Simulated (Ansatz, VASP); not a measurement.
# NaF in VASP and in Ansatz

The input POSCAR:

```
NaF
1.0
    0.0000000000      2.2972417802      2.2972417802
    2.2972417802      0.0000000000      2.2972417802
    2.2972417802      2.2972417802      0.0000000000
Na F
1 1
Direct
    0.0000000000      0.0000000000      0.0000000000
    0.5000000000      0.5000000000      0.5000000000
```

Contents of INCAR.step1:

```
SYSTEM = NaF
ALGO = Normal ; EDIFF = 1E-5
ENCUT = 520 ; GGA = PE
ISIF = 2 ; ISMEAR = 0
LASPH = .True. ; LCHARG = .False.
LREAL = .False. ; LWAVE = .True.
NBANDS = 14 ; NELM = 100
PREC = Accurate ; SIGMA = 0.01
```

The input INCAR.step2:

```
SYSTEM = NaF
AEXX = 0.75 ; ALGO = Normal
EDIFF = 1E-6 ; ENCUT = 520
GGA = PE ; HFSCREEN = 0.3
ISIF = 2 ; ISMEAR = 0
ISTART = 1 ; LASPH = .True.
LCHARG = .False. ; LHFCALC = .True.
LREAL = .False. ; LWAVE = .False.
NBANDS = 14 ; NELM = 100
PREC = Accurate ; PRECFOCK = Normal
SIGMA = 0.01
```

The input KPOINTS:

```
k-points
0
Gamma
  4 4 4
  0 0 0
```

Input for Ansatz:

```yaml
crystal:
  lattice:
    - [0.0, 2.2972417802, 2.2972417802]
    - [2.2972417802, 0.0, 2.2972417802]
    - [2.2972417802, 2.2972417802, 0.0]
  atoms:
    - { symbol: Na, position: [0.0, 0.0, 0.0] }
    - { symbol: F, position: [0.5, 0.5, 0.5] }
kpoints:
  mp_grid: { grid: [4, 4, 4] }
hamiltonian:
  xc: { exchange: pbe, correlation: pbe, exx: { coeff: 0.75, omega: 0.3 } }
scf:
  occupations: { method: fixed }
  n_extra_bands: 4
output:
  forces: true
  stress: true
  eigenvalues: true
```

Alike in both runs: task single point; functional PBE-based screened hybrid; k mesh 4 × 4 × 4; no spin polarisation.

|  | VASP | Ansatz |
| --- | --- | --- |
| version | VASP 6.6.1 | Ansatz 0.2.0 |
| potentials or method | VASP PAW PBE potentials, release 64 (Na_pv, F) | plane waves |
| plane-wave cutoff (eV) | 520 | 420 |
| occupations | gaussian, width 0.01 eV | fixed |
| valence electrons in the cell | 14 | 16 |

|  | VASP | Ansatz | Ansatz less VASP |
| --- | --- | --- | --- |
| gap on the k mesh at the Fermi level (eV) | 12.25 | 12.32 | +0.074 |
| pressure (GPa) | -1.7 | -2.3 | -0.56 |

VASP's potentials were made for PBE, not for PBE-based screened hybrid. VASP's potentials hold 14 valence electrons a cell and Ansatz's 16, so a difference there can come from the potentials and not from the codes. Ansatz's warnings: stress exchange threshold loose, stress scf threshold loose.

The k mesh is coarse, so the values compare programs but aren't converged.
